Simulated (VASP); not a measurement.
The system is V.

```
CELL_PARAMETERS angstrom
0.00000 1.93158 1.93158
1.93158 0.00000 1.93158
1.93158 1.93158 0.00000
ATOMIC_POSITIONS crystal
V 0.00000 0.00000 0.00000
```

```yaml
Program: VASP 6.6.1
Task: relaxation of cell and atoms
Functional: PBE
Potentials_or_basis: VASP PAW PBE potentials, release 64 (V_sv)
Cutoff: 500 eV
k_mesh: 8 × 8 × 8
Occupations: fermi-dirac, width 0.1 eV
Spin: no spin polarisation
```

At the start: pressure -5.2 GPa; volume 14.41 Å³/atom.

**Question.** Where does the relaxation end?

**Answer.** Over 3 steps the energy falls by 7.6 meV/atom and the volume is 13.97 Å³/atom (-3.1 %); space group Fm-3m (No. 225, to 0.05 Å).

Step by step:
```
step  energy change (eV)  largest force (eV/Å)  pressure (GPa)  volume (Å³)
   1              0.0000                0.0000           -5.24        14.41
   2              0.0033                0.0000            7.01        13.45
   3             -0.0076                0.0000           -0.03        13.97
```

Final structure:
```yaml
crystal:
  lattice:
    - [0.00000, 1.91141, 1.91141]
    - [1.91141, 0.00000, 1.91141]
    - [1.91141, 1.91141, 0.00000]
  atoms:
    - { symbol: V, position: [0.00000, 0.00000, 0.00000] }
```
